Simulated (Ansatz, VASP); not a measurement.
Two plane-wave programs on PbS

```
CELL_PARAMETERS angstrom
2.10051 1.21273 3.43019
-2.10051 1.21273 3.43019
0.00000 -2.42546 3.43019
ATOMIC_POSITIONS crystal
Pb 0.97814 0.97814 0.97814
S 0.47746 0.47746 0.47746
```

Alike in both runs: task single point; functional r2SCAN; k mesh 8 × 8 × 8; no spin polarisation.

|  | VASP | Ansatz |
| --- | --- | --- |
| version | VASP 6.6.1 | Ansatz 0.2.0 |
| potentials or method | VASP PAW PBE potentials, release 64 (Pb_d, S) | plane waves, PAW |
| plane-wave cutoff (eV) | 520 | 500 |
| occupations | gaussian, width 0.01 eV | fixed |
| valence electrons in the cell | 20 | 20 |

```csv
,VASP,Ansatz,Ansatz less VASP
gap on the k mesh at the Fermi level (eV),0.64,0.63,-0.010
pressure (GPa),1.0,1.0,+0.02
```

VASP's potentials were made for PBE, not for r2SCAN.

Spin-orbit coupling is off throughout.
